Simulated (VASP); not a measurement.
NbAs:

```
Nb As
1.0
     0.00000    2.87236    2.87236
     2.87236    0.00000    2.87236
     2.87236    2.87236    0.00000
Nb As
1 1
Direct
  0.00000 0.00000 0.00000
  0.25000 0.25000 0.25000
```

Program: VASP 6.6.1. Alike in all runs: task single point; level PBEsol; potentials or basis VASP PAW PBE potentials, release 64 (Nb_sv, As); spin collinear; cell as given; k mesh 12 × 12 × 12; cutoff (eV) 520; smearing gaussian 0.1 eV.

Q: Order these runs on this cell by their pressure, lowest first.
A. fixed moment (μB) 2.0
B. fixed moment (μB) 1.0
C. fixed moment (μB) 1.5

A: B (1.7 GPa), C (3.5 GPa), A (5.9 GPa).

Caveats: the PAW data sets were made with another functional, which shifts forces and pressure a little; the total moment is fixed, so each spin has its own Fermi level; the cell stands under pressure (at least some runs).
